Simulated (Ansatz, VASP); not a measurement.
## One calculation of SiNi, two programs

```
Si Ni
1.0
     4.55238    0.00000    0.00000
     0.00000    4.55238    0.00000
     0.00000    0.00000    4.55238
Si Ni
4 4
Direct
  0.84636 0.84636 0.84636
  0.65364 0.15364 0.34636
  0.34636 0.65364 0.15364
  0.15364 0.34636 0.65364
  0.14683 0.14683 0.14683
  0.35317 0.85317 0.64683
  0.64683 0.35317 0.85317
  0.85317 0.64683 0.35317
```

Alike in both runs: functional r2SCAN; k mesh 8 × 8 × 8; occupations gaussian, width 0.1 eV; no spin polarisation.

Ansatz relaxed the structure, and its values are those at the end. VASP's run is a single point on that final structure, the one shown.

|  | VASP | Ansatz |
| --- | --- | --- |
| version | VASP 6.6.1 | Ansatz 0.2.0 |
| potentials or method | VASP PAW PBE potentials, release 64 (Si, Ni), cutoff 520 eV | scalar-relativistic, plane waves, PAW |
| valence electrons in the cell | 56 | 88 |

VASP gave:

```
gap on the k mesh at the Fermi level (eV) : none
pressure (GPa)                            : -10.1
```

Problem. What did Ansatz give for the same quantities?

Solution. gap on the k mesh at the Fermi level (eV): none; pressure (GPa): -10.2.

VASP's potentials were made for PBE, not for r2SCAN. A gap of «none» marks a metal or a gap that the smearing closes. With one functional, cell and mesh, what is left measures potentials, basis and numerics. VASP's potentials hold 56 valence electrons a cell and Ansatz's 88, so a difference there can come from the potentials and not from the codes. Ansatz's warnings: stress scf threshold loose.
